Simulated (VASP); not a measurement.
Write the native input for VASP 6.6.1 that does the following.

* Task: single point
* Functional: r2SCAN
* Potentials or basis: VASP PAW PBE potentials, release 64 (C)
* Cutoff: 520 eV
* k mesh: 12 × 12 × 2
* Occupations: gaussian, width 0.02 eV
* Spin: no spin polarisation
* Dipole correction: no
* Further INCAR settings: LREAL = Auto; ALGO = Normal; EDIFF = 1e-06; NBANDS = 46

Crystal: C.

```
C
1.0
     2.51361    0.00000    0.00000
    -1.25681    2.17685    0.00000
     0.00000    0.00000   16.50274
C
16
Cartesian
  0.0000 0.0000 15.7320
  1.2568 0.7256 4.9084
  0.0000 1.4512 13.1598
  1.2568 0.7256 3.3429
  0.0000 1.4512 1.2850
  0.0000 1.4512 5.4260
  0.0000 1.4512 6.9664
  1.2568 0.7256 11.0767
  0.0000 1.4512 11.5943
  0.0000 0.0000 7.4807
  0.0000 0.0000 0.7707
  0.0000 1.4512 2.8253
  1.2568 0.7256 13.6774
  0.0000 0.0000 9.0221
  1.2568 0.7256 9.5364
  1.2568 0.7256 15.2177
```

One way to write it, as run:

POSCAR

```
C
1.0
    2.5136134964      0.0000000000      0.0000000000
   -1.2568067482      2.1768531432      0.0000000000
    0.0000000000      0.0000000000     16.5027395170
C
16
Direct
    0.0000000000      0.0000000000      0.9532986296
    0.6666666667      0.3333333333      0.2974321909
    0.3333333333      0.6666666667      0.7974321909
    0.6666666667      0.3333333333      0.2025678091
    0.3333333333      0.6666666667      0.0778670093
    0.3333333333      0.6666666667      0.3287959150
    0.3333333333      0.6666666667      0.4221329907
    0.6666666667      0.3333333333      0.6712040850
    0.3333333333      0.6666666667      0.7025678091
    0.0000000000      0.0000000000      0.4532986296
    0.0000000000      0.0000000000      0.0467013704
    0.3333333333      0.6666666667      0.1712040850
    0.6666666667      0.3333333333      0.8287959150
    0.0000000000      0.0000000000      0.5467013704
    0.6666666667      0.3333333333      0.5778670093
    0.6666666667      0.3333333333      0.9221329907
```

INCAR.step1

```
SYSTEM = C
PREC = Accurate ; ENCUT = 520
ISMEAR = 0 ; SIGMA = 0.02
LREAL = Auto ; LASPH = .True.
NELM = 100 ; NBANDS = 46
GGA = PE ; ALGO = Normal
EDIFF = 1E-4 ; LWAVE = .True.
LCHARG = .False.
```

INCAR.step2

```
SYSTEM = C
PREC = Accurate ; ENCUT = 520
EDIFF = 1E-6 ; ISMEAR = 0
SIGMA = 0.02 ; LREAL = Auto
LASPH = .True. ; NELM = 100
ALGO = Normal ; ISIF = 2
LWAVE = .False. ; LCHARG = .False.
METAGGA = R2SCAN ; LMIXTAU = .True.
NBANDS = 46 ; ISTART = 1
```

KPOINTS

```
Automatic mesh
0
Gamma
  12 12 2
  0 0 0
```

Potentials or basis: VASP PAW PBE potentials, release 64 (C).

Command:

```console
$ cat potpaw_PBE.64/C/POTCAR > POTCAR
$ cp INCAR.step1 INCAR
$ mpirun -np 1 vasp_std > vasp.out
$ cp INCAR.step2 INCAR
$ mpirun -np 1 vasp_std > vasp.out
```

It gave:

| Property | Result |
| --- | --- |
| Pressure | 1.2 GPa |
| Largest force | 0.011 eV/Å |
| Band gap on the k mesh | 4.62 eV (least direct gap 5.68 eV) |

Caveat: the PAW data sets were made with another functional, which shifts forces and pressure a little.

Wall time 5.6 min on 1 thread of Intel(R) Xeon(R) 6975P-C (Granite Rapids), with other jobs on the host, peak memory 0.27 GiB.
